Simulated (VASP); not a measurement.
# NaH: single point with r2SCAN

The system is NaH.

```
Na H
1.0
     0.00000    2.44000    2.44000
     2.44000    0.00000    2.44000
     2.44000    2.44000    0.00000
Na H
1 1
Direct
  0.00000 0.00000 0.02173
  0.50000 0.50000 0.50000
```

This cell differs from its parent crystal: all Na atoms moved +0.075 Å, as atom 1 along Cartesian [1 1 0].

```
Program             : VASP 6.6.1
Task                : single point
Functional          : r2SCAN
Potentials or basis : VASP PAW PBE potentials, release 64 (Na_pv, H)
Cutoff              : 520 eV
k mesh              : 8 × 8 × 8
Occupations         : gaussian, width 0.05 eV
Spin                : no spin polarisation
```

The pressure is -1.3 GPa and the largest force is 0.068 eV/Å. The band gap on the k mesh is 4.31 eV, indirect (least direct gap 5.13 eV).

Forces on the atoms (eV/Å):
```
Na  -0.048 -0.048  0.000
H    0.048  0.048  0.000
```

Stress tensor (GPa, compression positive):
```
-1.25 -0.07  0.00
-0.07 -1.25  0.00
 0.00  0.00 -1.36
```

Levels at points of the mesh, in eV from the valence-band top:
```
           k point  band 2  band 3  band 4  band 5  band 6  band 7
(0.00, 0.00, 0.00)  -22.95  -22.95   -3.47   11.16   16.10   16.10
(0.50, 0.00, 0.00)  -22.96  -22.96   -0.82    4.32   11.46   13.73
(0.00, 0.00, 0.50)  -22.96  -22.96   -0.82    4.31   11.48   13.73
(0.50, 0.50, 0.00)  -22.98  -22.98   -0.16    5.12   10.57   11.19
(0.00, 0.50, 0.50)  -22.98  -22.98   -0.16    5.13   10.58   11.18
```

Wall time 100 s on 1 thread of AMD EPYC 7R43 64-Core Processor (Zen 3) (shared host), peak memory 0.14 GiB.

Caveat: the cell differs from its parent crystal (all Na atoms moved +0.075 Å, as atom 1 along Cartesian [1 1 0]); the PAW data sets were made with another functional, which shifts forces and pressure a little. A k mesh can miss the band edges.
